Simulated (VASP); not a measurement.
# Ta2N (P-31m) in VASP: a series of runs

Runs on Ta2N. Level: LDA. Tasks: single point.

Program: VASP 6.6.1. These are calculated values, not measurements. Logs are shortened: lines on timing, memory, paths and dates and some standing lists are left out, and cuts for length are marked.

### 1 The cell of the first run

Symmetry: P-31m, No. 162, trigonal system. Conventional cell: a = 5.264 Å, b = 5.264 Å, c = 4.818 Å, α = 90.00°, β = 90.00°, γ = 120.00°. Ta (site symmetry m) has 3 N at 2.11 to 2.17 Å within 2.8 Å. Within 2.8 Å of N (site symmetry 32) lie 6 Ta at 2.11 Å. N (site symmetry -3m) has 6 Ta at 2.17 Å within 2.9 Å.

### 2 Single point, LDA (c/a of the conventional cell at fixed volume 0.9153)

The input, INCAR:

```
SYSTEM = Ta2N
PREC = Accurate ; ENCUT = 520
EDIFF = 1E-6 ; ISMEAR = 0
SIGMA = 0.15 ; LREAL = .FALSE.
LASPH = .TRUE. ; NELM = 60
ALGO = Normal ; ISIF = 2
LWAVE = .FALSE. ; LCHARG = .FALSE.
GGA = CA ; NBANDS = 50
```

The input, KPOINTS:

```
Automatic mesh
0
G
  9 9 8
  0 0 0
```

The input, POSCAR:

```
Ta2N
1.0
    5.2641495424      0.0000000000      0.0000000000
   -2.6320747712      4.5588872330      0.0000000000
    0.0000000000      0.0000000000      4.8182760762
Ta N
6 3
Direct
    0.6549760690      0.6549760690      0.7526041962
    0.0000000000      0.3450239310      0.7526041962
    0.3450239310      0.0000000000      0.7526041962
    0.3450239310      0.3450239310      0.2473958038
    0.0000000000      0.6549760690      0.2473958038
    0.6549760690      0.0000000000      0.2473958038
    0.6666666667      0.3333333333      0.5000000000
    0.3333333333      0.6666666667      0.5000000000
    0.0000000000      0.0000000000      0.0000000000
```

Potentials or basis: VASP PAW LDA potentials, release 64 (Ta_pv, N).

The run is started by

```bash
$ cat potpaw_LDA.64/Ta_pv/POTCAR potpaw_LDA.64/N/POTCAR > POTCAR
$ mpirun -np 1 vasp_std > vasp.out
```

OUTCAR:

```text
SYSTEM = Ta2N
   PREC = Accurate
   ENCUT = 520
   EDIFF = 1E-6
   ISMEAR = 0
   LREAL = .FALSE.
   LASPH = .TRUE.
   NELM = 60
   ISIF = 2
   GGA = CA

 ion  position               nearest neighbor table
   1  0.655  0.655  0.753-   7 2.11   8 2.11   9 2.17   4 2.89   4 2.93   3 2.99   3 2.99   2 2.99
                             2 2.99   6 3.00   5 3.00   6 3.04   5 3.04   2 3.15   3 3.15
   2  0.000  0.345  0.753-   7 2.11   8 2.11   9 2.17   5 2.89   5 2.93   3 2.99   3 2.99   1 2.99
                             1 2.99   6 3.00   4 3.00   6 3.04   4 3.04   1 3.15   3 3.15
   3  0.345  0.000  0.753-   8 2.11   7 2.11   9 2.17   6 2.89   6 2.93   1 2.99   2 2.99   2 2.99
                             1 2.99   4 3.00   5 3.00   4 3.04   5 3.04   2 3.15   1 3.15
   4  0.345  0.345  0.247-   8 2.11   7 2.11   9 2.17   1 2.89   1 2.93   6 2.99   6 2.99   5 2.99
                             5 2.99   3 3.00   2 3.00   3 3.04   2 3.04   5 3.15   6 3.15
   5  0.000  0.655  0.247-   8 2.11   7 2.11   9 2.17   2 2.89   2 2.93   6 2.99   6 2.99   4 2.99
                             4 2.99   3 3.00   1 3.00   3 3.04   1 3.04   4 3.15   6 3.15
   6  0.655  0.000  0.247-   7 2.11   8 2.11   9 2.17   3 2.89   3 2.93   5 2.99   4 2.99   4 2.99
                             5 2.99   2 3.00   1 3.00   1 3.04   2 3.04   5 3.15   4 3.15
   7  0.667  0.333  0.500-   6 2.11   2 2.11   3 2.11   5 2.11   1 2.11   4 2.11
   8  0.333  0.667  0.500-   3 2.11   5 2.11   6 2.11   2 2.11   4 2.11   1 2.11
   9  0.000  0.000  0.000-   1 2.17   2 2.17   4 2.17   5 2.17   3 2.17   6 2.17

  LATTYP: Found a hexagonal cell.
 ALAT       =     5.2641495424
 C/A-ratio  =     0.9153000000

  Lattice vectors:

 A1 = (   5.2641495424,   0.0000000000,   0.0000000000)
 A2 = (  -2.6320747712,   4.5588872330,   0.0000000000)
 A3 = (   0.0000000000,   0.0000000000,   4.8182760762)

Analysis of symmetry for initial positions (statically):
=====================================================================
 Subroutine PRICEL returns:
 Original cell was already a primitive cell.

 Routine SETGRP: Setting up the symmetry group for a
 hexagonal supercell.

 Subroutine GETGRP returns: Found 12 space group operations
 (whereof 12 operations were pure point group operations)
 out of a pool of 24 trial point group operations.

The static configuration has the point symmetry D_3d.

Analysis of symmetry for dynamics (positions and initial velocities):
=====================================================================
 Subroutine PRICEL returns:
 Original cell was already a primitive cell.

 Routine SETGRP: Setting up the symmetry group for a
 hexagonal supercell.

 Subroutine GETGRP returns: Found 12 space group operations
 (whereof 12 operations were pure point group operations)
 out of a pool of 24 trial point group operations.

The dynamic configuration has the point symmetry D_3d.

 Subroutine INISYM returns: Found 12 space group operations
 (whereof 12 operations are pure point group operations),
 and found     1 'primitive' translations

----------------------------------------------------------------------------------------

                                     Primitive cell

  volume of cell :     115.6322

  direct lattice vectors                    reciprocal lattice vectors
     5.264149542  0.000000000  0.000000000     0.189964208  0.109675887  0.000000000
    -2.632074771  4.558887233  0.000000000     0.000000000  0.219351774  0.000000000
     0.000000000  0.000000000  4.818276076     0.000000000  0.000000000  0.207543110

  length of vectors
     5.264149542  5.264149542  4.818276076     0.219351774  0.219351774  0.207543110

  position of ions in fractional coordinates (direct lattice)
     0.654976069  0.654976069  0.752604196
     0.000000000  0.345023931  0.752604196
     0.345023931  0.000000000  0.752604196
     0.345023931  0.345023931  0.247395804
     0.000000000  0.654976069  0.247395804
     0.654976069  0.000000000  0.247395804
     0.666666667  0.333333333  0.500000000
     0.333333333  0.666666667  0.500000000
     0.000000000  0.000000000  0.000000000

  ion indices of the primitive-cell ions
   primitive index   ion index
                 1           1
                 2           2
                 3           3
                 4           4
                 5           5
                 6           6
                 7           7
                 8           8
                 9           9

----------------------------------------------------------------------------------------

 KPOINTS: Automatic mesh

Automatic generation of k-mesh.
 Grid dimensions read from file:
 generate k-points for:    9    9    8

 Generating k-lattice:

  Cartesian coordinates                     Fractional coordinates (reciprocal lattice)
     0.021107134  0.012186210  0.000000000     0.111111111  0.000000000  0.000000000
     0.000000000  0.024372419  0.000000000     0.000000000  0.111111111  0.000000000
     0.000000000  0.000000000  0.025942889     0.000000000  0.000000000  0.125000000

  Length of vectors
     0.024372419  0.024372419  0.025942889

  Shift w.r.t. Gamma in fractional coordinates (k-lattice)
     0.000000000  0.000000000  0.000000000

 Subroutine IBZKPT returns following result:
 ===========================================

 Found     81 irreducible k-points:

 Following reciprocal coordinates:
            Coordinates               Weight
  0.000000  0.000000  0.000000      1.000000
  0.111111 -0.000000  0.000000      6.000000
  0.222222  0.000000  0.000000      6.000000
  0.333333 -0.000000  0.000000      6.000000
  0.444444  0.000000  0.000000      6.000000
  0.111111  0.111111  0.000000      6.000000
[... 16 lines left out ...]
 -0.111111  0.444444  0.125000     12.000000
  0.444444  0.111111  0.125000      6.000000
 [... further k-points ...]
   k-points           NKPTS =     81   k-points in BZ     NKDIM =     81   number of bands    NBANDS=     50
   number of dos      NEDOS =    301   number of ions     NIONS =      9
   total plane-waves  NPLWV =  57600
   dimension x,y,z NGX =    40 NGY =   40 NGZ =   36
   dimension x,y,z NGXF=    80 NGYF=   80 NGZF=   72
   ions per type =               6   3
   NGX,Y,Z   is equivalent  to a cutoff of  12.63, 12.63, 12.42 a.u.
   NGXF,Y,Z  is equivalent  to a cutoff of  25.26, 25.26, 24.84 a.u.
 SYSTEM =  Ta2N
   PREC   = accura    normal or accurate (medium, high low for compatibility)
   ISTART =      0    job   : 0-new  1-cont  2-samecut
   ICHARG =      2    charge: 1-file 2-atom 10-const
   ISPIN  =      1    spin polarized calculation?
   LNONCOLLINEAR =      F non collinear calculations
   LSORBIT =      F    spin-orbit coupling
   LASPH  =      T    aspherical Exc in radial PAW
   ENCUT  =  520.0 eV  38.22 Ry    6.18 a.u.   9.79  9.79  8.96*2*pi/ulx,y,z
   NELM   =     60;   NELMIN=  2; NELMDL= -5     # of ELM steps
   EDIFF  = 0.1E-05   stopping-criterion for ELM
   LREAL  =      F    real-space projection
   EDIFFG = 0.1E-04   stopping-criterion for IOM
   NSW    =      0    number of steps for IOM
   IBRION =     -1    ionic relax: 0-MD 1-quasi-New 2-CG
   NFREE  =      0    steps in history (QN), initial steepest desc. (CG)
   ISIF   =      2    stress and relaxation
   ISYM   =      2    0-nonsym 1-usesym 2-fastsym
   POTIM  = 0.5000    time-step for ionic-motion
   TEBEG  =    0.0;   TEEND  =   0.0 temperature during run
   PSTRESS=    0.0 pullay stress
   NELECT =      81.0000    total number of electrons
   NUPDOWN=      -1.0000    fix difference up-down
   EMIN   =  10.00;   EMAX   =-10.00  energy-range for DOS
   EFERMI =   0.00;   METHOD = LEGACY
   ISMEAR =     0;   SIGMA  =   0.15  broadening in eV -4-tet -1-fermi 0-gaus
   EFERMI_NEDOS =   21; number of points for ismear=-14 and -15
   IALGO  =     38    algorithm
   IMIX   =      4    mixing-type and parameters
     AMIX     =   0.40;   BMIX     =  1.00
     AMIX_MAG =   1.60;   BMIX_MAG =  1.00
  volume/ion in A,a.u.               =      12.85        86.70
  Fermi-wavevector in a.u.,A,eV,Ry     =   1.453930  2.747530 28.761537  2.113913
  Thomas-Fermi vector in A             =   2.571140
   LORBIT       =      0    0 simple, 1 ext, 2 COOP (PROOUT), +10 PAW based schemes
   GGA     = CA    functional components
   LHFCALC =     F    Hartree Fock is set to
   AEXX    =    0.0000 exact exchange contribution
   IVDW    =     0    specifies the selected vdW correction
   LEPSILON=     F    determine dielectric tensor
   LRPA    =     F    only Hartree local field effects (RPA)
 non-spin polarized calculation
 Gauss-broadening in eV      SIGMA  =   0.15
  energy-cutoff  :      520.00
  volume of cell :      115.63
 maximum number of plane-waves:      3137
   NGX = 19   NGY = 19   NGZ = 17

 number of electron      81.0000004 magnetization

 Free energy of the ion-electron system (eV)
  ---------------------------------------------------
  ext. energy  EPLUGINS =         0.00000000
  ---------------------------------------------------
  free energy    TOTEN  =      -113.76664087 eV

  energy without entropy =     -113.73451177  energy(sigma->0) =     -113.75057632

 E-fermi :   7.7757     XC(G=0): -13.3417

 val. band max:        7.7629185984   @ k =   0.2222   0.2222   0.5000
 cond. band min:       7.7796501438   @ k =   0.3333  -0.0000   0.5000
 fundamental gap:      0.0167315454
 Fermi energy:         7.7757225936

 k-point     1 :       0.0000    0.0000    0.0000
  band No.  band energies     occupation
      1     -27.8333      2.00000
      2     -27.5640      2.00000
      3     -27.2427      2.00000
      4     -27.2427      2.00000
      5     -27.2003      2.00000
      6     -27.2003      2.00000
[... 42 lines left out ...]
     49      10.7090      0.00000
     50      11.3405      0.00000

 k-point     2 :       0.1111   -0.0000    0.0000
  band No.  band energies     occupation
      1     -27.8198      2.00000
      2     -27.5657      2.00000
      3     -27.2771      2.00000
      4     -27.2621      2.00000
      5     -27.2297      2.00000
      6     -27.2001      2.00000
[... 1158 lines left out ...]
 k-point    24 :       0.4444    0.1111    0.1250
  band No.  band energies     occupation
      1     -27.6641      2.00000
      2     -27.5366      2.00000
      3     -27.3927      2.00000
      4     -27.3679      2.00000
      5     -27.2614      2.00000
      6     -27.2221      2.00000
[... 42 lines left out ...]
     49      11.1047      0.00000
     50      11.2512      0.00000

 [... further k-points ...]
[... 5 lines left out ...]
  --------------------------------------------------------------------------------------
  -------------------------------------------------------------------------------------
  Total        0.1910880      0.1910880      5.3768429      0.0000000      0.0000000      0.0000000
  in kB        2.6476783      2.6476783     74.5004992      0.0000000      0.0000000      0.0000000
  external PRESSURE =      26.5986186 kB  Pullay stress =       0.0000000 kB

 VOLUME and BASIS-vectors are now :
 -----------------------------------------------------------------------------
  energy-cutoff  :      520.00
  volume of cell :      115.63
      direct lattice vectors                 reciprocal lattice vectors
     5.264149542  0.000000000  0.000000000     0.189964208  0.109675887  0.000000000
    -2.632074771  4.558887233  0.000000000     0.000000000  0.219351774  0.000000000
     0.000000000  0.000000000  4.818276076     0.000000000  0.000000000  0.207543110

 POSITION                                       TOTAL-FORCE (eV/Angst)
 -----------------------------------------------------------------------------------
      1.72395      2.98596      3.62625         0.773022      1.338914      0.667873
     -0.90813      1.57293      3.62625         0.773022     -1.338914      0.667873
      1.81626      0.00000      3.62625        -1.546045      0.000000      0.667873
      0.90813      1.57293      1.19202        -0.773022     -1.338914     -0.667873
     -1.72395      2.98596      1.19202        -0.773022      1.338914     -0.667873
      3.44789      0.00000      1.19202         1.546045     -0.000000     -0.667873
      2.63207      1.51963      2.40914        -0.000000      0.000000      0.000000
     -0.00000      3.03926      2.40914        -0.000000      0.000000      0.000000
      0.00000      0.00000      0.00000        -0.000000      0.000000      0.000000
 -----------------------------------------------------------------------------------
    total drift:                               -0.000000     -0.000000      0.000000

  FREE ENERGIE OF THE ION-ELECTRON SYSTEM (eV)
  ---------------------------------------------------
  free  energy   TOTEN  =      -113.7666408652 eV

  energy  without entropy=     -113.7345117700  energy(sigma->0) =     -113.75057632
```

Run time: 6.5 min. Hardware: 1 thread of Intel Xeon Platinum 8124M at 3.00GHz (Skylake/Cascade Lake), shared host; peak memory 0.42 GiB.

Results:

* Free energy: -113.7666 eV
* Pressure: 2.7 GPa
* Largest force: 1.684 eV/Å

Forces on the atoms (eV/Å):
```
Ta   0.773  1.339  0.668
Ta   0.773 -1.339  0.668
Ta  -1.546  0.000  0.668
Ta  -0.773 -1.339 -0.668
Ta  -0.773  1.339 -0.668
Ta   1.546  0.000 -0.668
N    0.000  0.000  0.000
N    0.000  0.000  0.000
N    0.000  0.000  0.000
```

Stress tensor (GPa, compression positive):
```
0.26 0.00 0.00
0.00 0.26 0.00
0.00 0.00 7.45
```

Caveat: spin-orbit coupling is left out, which moves the levels of the heavy elements; forces of over 1 eV/Å act on the atoms, so gaps and moduli don't describe the material at rest.

### 3 Single point, LDA (c/a of the conventional cell at fixed volume 0.9900)

The input, INCAR:

```
SYSTEM = Ta2N
ALGO = Normal ; EDIFF = 1E-6
ENCUT = 520 ; ISIF = 2
ISMEAR = 0 ; LASPH = .True.
LCHARG = .False. ; LREAL = .False.
LWAVE = .False. ; NBANDS = 50
NELM = 60 ; PREC = Accurate
SIGMA = 0.15
```

The input, KPOINTS:

```
k-points
0
Gamma
  9 9 8
  0 0 0
```

The input, POSCAR:

```
Ta2N
1.0
    5.1282710815      0.0000000000      0.0000000000
   -2.5641355407      4.4412130340      0.0000000000
    0.0000000000      0.0000000000      5.0769883706
Ta N
6 3
Direct
    0.6310702833      0.6310702833      0.7526041962
    0.0000000000      0.3689297167      0.7526041962
    0.3689297167      0.0000000000      0.7526041962
    0.3689297167      0.3689297167      0.2473958038
    0.0000000000      0.6310702833      0.2473958038
    0.6310702833      0.0000000000      0.2473958038
    0.6666666667      0.3333333333      0.5000000000
    0.3333333333      0.6666666667      0.5000000000
    0.0000000000      0.0000000000      0.0000000000
```

Potentials or basis: VASP PAW LDA potentials, release 64 (Ta_pv, N).

The run is started by

```bash
$ cat potpaw_LDA.64/Ta_pv/POTCAR potpaw_LDA.64/N/POTCAR > POTCAR
$ mpirun -np 1 vasp_std > vasp.out
```

It took 6.8 min on 1 thread of Intel Xeon Platinum 8124M at 3.00GHz (Skylake/Cascade Lake), shared host; peak memory 0.44 GiB.

Results (log left out):

- Free energy: -111.2388 eV
- Pressure: 11.0 GPa
- Largest force: 5.137 eV/Å

Forces in eV/Å, atoms in the order of the input:
```
Ta   2.450  4.243  1.542
Ta   2.450 -4.243  1.542
Ta  -4.900  0.000  1.542
Ta  -2.450 -4.243 -1.542
Ta  -2.450  4.243 -1.542
Ta   4.900  0.000 -1.542
N    0.000  0.000  0.000
N    0.000  0.000  0.000
N    0.000  0.000  0.000
```

Stress tensor (GPa, compression positive):
```
16.44  0.00  0.00
 0.00 16.44  0.00
 0.00  0.00  0.23
```

Levels at points of the mesh, in eV from the Fermi level:
```csv
k point,band 39,band 40,band 41,band 42,band 43,band 44
"(0.00, 0.00, 0.00)",-0.42,-0.42,-0.37,-0.37,-0.25,1.35
"(0.00, 0.00, 0.50)",-0.78,-0.67,-0.67,0.46,0.46,0.72
```

Caveat: spin-orbit coupling is left out, which moves the levels of the heavy elements; forces of over 1 eV/Å act on the atoms, so gaps and moduli don't describe the material at rest.

### 4 Single point, LDA (c/a of the conventional cell at fixed volume 0.9340)

The input, INCAR:

```
SYSTEM = Ta2N
PREC = Accurate ; ENCUT = 520
EDIFF = 1E-6 ; ISMEAR = 0
SIGMA = 0.15 ; LREAL = .FALSE.
LASPH = .TRUE. ; NELM = 60
ALGO = Normal ; ISIF = 2
LWAVE = .FALSE. ; LCHARG = .TRUE.
LELF = .TRUE. ; LVHAR = .TRUE.
NBANDS = 50
```

The input, KPOINTS:

```
regular mesh
0
G
  9 9 8
  0 0 0
```

Changes to POSCAR since step 3:

```diff
@@ -2,5 +2,5 @@
 1.0
-    5.1282710815      0.0000000000      0.0000000000
-   -2.5641355407      4.4412130340      0.0000000000
-    0.0000000000      0.0000000000      5.0769883706
+    5.2288597096      0.0000000000      0.0000000000
+   -2.6144298548      4.5283253413      0.0000000000
+    0.0000000000      0.0000000000      4.8835331142
 Ta N
```

The run is started by

```bash
$ cat potpaw_LDA.64/Ta_pv/POTCAR potpaw_LDA.64/N/POTCAR > POTCAR
$ mpirun -np 1 vasp_std > vasp.out
```

Wall time 4.8 min (1 thread of AMD EPYC 9R45 (Zen 5), shared host); peak memory 0.39 GiB.

Results (log left out):

```yaml
Free_energy: -111.4649 eV
Pressure: 11.3 GPa
Largest_force: 5.033 eV/Å
```

Forces in eV/Å, atoms in the order of the input:
```
Ta   2.369  4.103  1.698
Ta   2.369 -4.103  1.698
Ta  -4.738  0.000  1.698
Ta  -2.369 -4.103 -1.698
Ta  -2.369  4.103 -1.698
Ta   4.738  0.000 -1.698
N    0.000  0.000  0.000
N    0.000  0.000  0.000
N    0.000  0.000  0.000
```

Stress tensor (GPa, compression positive):
```
11.26  0.00  0.00
 0.00 11.26  0.00
 0.00  0.00 11.44
```

Levels at points of the mesh, in eV from the Fermi level:
| k point | band 38 | band 39 | band 40 | band 41 | band 42 | band 43 | band 44 | band 45 |
| --- | --- | --- | --- | --- | --- | --- | --- | --- |
| (0.00, 0.00, 0.00) | -0.85 | -0.64 | -0.64 | -0.49 | -0.49 | 0.04 | 0.98 | 0.98 |
| (0.00, 0.00, 0.50) | -1.38 | -0.86 | -0.86 | -0.40 | 0.33 | 0.33 | 0.82 | 2.23 |

Caveat: spin-orbit coupling is left out, which moves the levels of the heavy elements; forces of over 1 eV/Å act on the atoms, so gaps and moduli don't describe the material at rest.

### 5 Overview

```csv
cell,gap on the mesh (eV),pressure (GPa),largest force (eV/Å)
"a = 5.264, b = 5.264, c = 4.818 Å, angles 90.0, 90.0, 120.0°, 9 atoms",none,2.7,1.68
"a = 5.128, b = 5.128, c = 5.077 Å, angles 90.0, 90.0, 120.0°, 9 atoms",none,11.0,5.14
"a = 5.229, b = 5.229, c = 4.884 Å, angles 90.0, 90.0, 120.0°, 9 atoms",none,11.3,5.03
```

Alike in all rows: task single point; level LDA; potentials or basis VASP PAW LDA potentials, release 64 (Ta_pv, N); no spin polarisation; k mesh 9 × 9 × 8; cutoff (eV) 520; smearing gaussian 0.15 eV.

Caveats: spin-orbit coupling is left out, which moves the levels of the heavy elements; forces of over 1 eV/Å act on the atoms, so gaps and moduli don't describe the material at rest.

Absolute energies hang on the potentials; compare differences alone.
